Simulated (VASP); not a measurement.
A run of VASP 6.6.1 is set up as follows.

INCAR

```
PREC     = Accurate       # precision mode
ENCUT    = 600            # plane-wave cutoff, eV
EDIFF    = 1E-6           # SCF threshold, eV
ISMEAR   = 0              # smearing method
SIGMA    = 0.05           # smearing width, eV
LREAL    = False          # projectors in reciprocal space
LASPH    = True           # aspherical terms in the spheres
NELM     = 120            # most SCF steps
ALGO     = Normal         # electronic algorithm
ISIF     = 2              # what is computed and relaxed
LWAVE    = False          # write WAVECAR
LCHARG   = False          # write CHGCAR
GGA      = PE             # functional
NBANDS   = 16             # bands
GGA_COMPAT= False
```

The input KPOINTS:

```
Automatic mesh
0
Gamma
  7 7 4
```

File POSCAR:

```
AlN
1.0
    2.9713000293      0.0000000000      0.0000000000
   -1.4856500146      2.5732240928      0.0000000000
    0.0000000000      0.0000000000      5.4674115845
Al N
2 2
Direct
    0.3333333333      0.6666666667      0.0000000000
    0.6666666667      0.3333333333      0.5000000000
    0.3333333333      0.6666666667      0.3800000000
    0.6666666667      0.3333333333      0.8800000000
```

Potentials or basis: VASP PAW PBE potentials, release 64 (Al, N).

Command:

```sh
$ cat potpaw_PBE.64/Al/POTCAR potpaw_PBE.64/N/POTCAR > POTCAR
$ mpirun -np 1 vasp_std > vasp.out
```

**Question.** Predict the largest force.

**Answer.** 0.803 eV/Å.

**Question.** What does it give for the pressure?

**Answer.** 8.8 GPa.

**Question.** Estimate the band gap on the k mesh.

**Answer.** 3.51 eV.

Forces on the atoms (eV/Å):
```
Al   0.000  0.000  0.803
Al   0.000  0.000  0.803
N    0.000  0.000 -0.803
N    0.000  0.000 -0.803
```

Caveat: the stress differs along the axes, from -26 to 26 GPa. Expect the measured gap to be larger: semilocal functionals such as PBE lack the derivative discontinuity.
